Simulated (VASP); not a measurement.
CuI: single point with PBE

System: CuI, a wire with vacuum.

```
Cu I
1.0
    11.50000    0.00000    0.00000
     0.00000    9.30000    0.00000
     0.00000    0.00000    4.30625
Cu I
2 2
Direct
  0.44733 0.50000 0.00000
  0.55267 0.50000 0.50000
  0.32434 0.50000 0.50000
  0.67566 0.50000 0.00000
```

```json
{
 "Program": "VASP 6.6.1",
 "Task": "single point",
 "Functional": "PBE",
 "Potentials or basis": "VASP PAW PBE potentials, release 64 (Cu, I)",
 "Cutoff": "520 eV",
 "k mesh": "1 × 1 × 14",
 "Occupations": "gaussian, width 0.05 eV",
 "Spin": "collinear spin",
 "Starting moments": "[0.5, 0.5, 0.5, 0.5] μB",
 "Dipole correction": "no",
 "Further INCAR settings": "ALGO = Normal; EDIFF = 1e-06; NBANDS = 30"
}
```

| Quantity | Value |
| --- | --- |
| Largest force | 0.011 eV/Å |
| Band gap on the k mesh | 1.91 eV |
| Net moment | 0.00 μB per cell |
| Valence electrons inside the program's atomic spheres | Cu 9.95; I 4.29 |

Forces in eV/Å, atoms in the order of the input:
```
Cu  -0.011  0.000  0.000
Cu   0.011  0.000  0.000
I   -0.009  0.000  0.000
I    0.009  0.000  0.000
```

Levels at points of the mesh, in eV from the valence-band top:
Spin up:
```
           k point  band 15  band 16  band 17  band 18  band 19  band 20  band 21  band 22
(0.00, 0.00, 0.00)    -1.58    -1.21    -0.90     0.00     1.91     2.83     3.34     4.14
(0.00, 0.00, 0.50)    -1.60    -1.60    -1.35    -1.35     3.21     3.21     3.68     3.68
```
Spin down:
| k point | band 16 | band 17 | band 18 | band 19 | band 20 | band 21 |
| --- | --- | --- | --- | --- | --- | --- |
| (0.00, 0.00, 0.00) | -1.21 | -0.90 | 0.00 | 1.91 | 2.83 | 3.34 |
| (0.00, 0.00, 0.50) | -1.60 | -1.35 | -1.35 | 3.21 | 3.21 | 3.68 |

It took 3.4 min on 1 thread of AMD EPYC 9R45 96-Core Processor (Zen 5) (shared host), peak memory 0.69 GiB.

Caveat: spin-orbit coupling is left out, which moves the levels of the heavy elements.
